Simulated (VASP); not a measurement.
A run of VASP 6.6.1:

POSCAR

```
Ca
1.0
   -2.2052049036      2.2052049036      2.1961148100
    2.2052049036     -2.2052049036      2.1961148100
    2.2052049036      2.2052049036     -2.1961148100
Ca
1
Direct
    0.5000000000      0.5000000000      0.0000000000
```

File INCAR.step1:

```
SYSTEM = Ca
ALGO     = Normal         ! electronic algorithm
EDIFF    = 1E-4           ! SCF threshold, eV
ENCUT    = 520            ! plane-wave cutoff, eV
GGA      = PE             ! functional
ISMEAR   = 0              ! smearing method
LASPH    = .TRUE.         ! aspherical terms in the spheres
LCHARG   = .FALSE.        ! write CHGCAR
LREAL    = .FALSE.        ! projectors in reciprocal space
LWAVE    = .TRUE.         ! write WAVECAR
NBANDS   = 11             ! bands
NELM     = 100            ! most SCF steps
PREC     = Accurate       ! precision mode
SIGMA    = 0.15           ! smearing width, eV
```

The input INCAR.step2:

```
SYSTEM = Ca
ALGO     = Normal         ! electronic algorithm
EDIFF    = 1E-6           ! SCF threshold, eV
ENCUT    = 520            ! plane-wave cutoff, eV
ISIF     = 2              ! what is computed and relaxed
ISMEAR   = 0              ! smearing method
ISTART   = 1            
LASPH    = .TRUE.         ! aspherical terms in the spheres
LCHARG   = .FALSE.        ! write CHGCAR
LMIXTAU  = .TRUE.       
LREAL    = .FALSE.        ! projectors in reciprocal space
LWAVE    = .FALSE.        ! write WAVECAR
METAGGA  = R2SCAN         ! meta-GGA
NBANDS   = 11             ! bands
NELM     = 100            ! most SCF steps
PREC     = Accurate       ! precision mode
SIGMA    = 0.15           ! smearing width, eV
```

Contents of KPOINTS:

```
k-points
0
G
  16 16 16
  0 0 0
```

Potentials or basis: VASP PAW PBE potentials, release 64 (Ca_sv).

The run is started by

```bash
$ cat potpaw_PBE.64/Ca_sv/POTCAR > POTCAR
$ cp INCAR.step1 INCAR
$ mpirun -np 1 vasp_std > vasp.out
$ cp INCAR.step2 INCAR
$ mpirun -np 1 vasp_std > vasp.out
```

Hardware: 1 thread of Intel(R) Xeon(R) 6975P-C (Granite Rapids), on a shared host.

Question: How long does it take, and how much memory?

Answer: Wall time 3 min on 1 thread of Intel(R) Xeon(R) 6975P-C (Granite Rapids) (shared host), peak memory 0.29 GiB. Counts: k points 349.
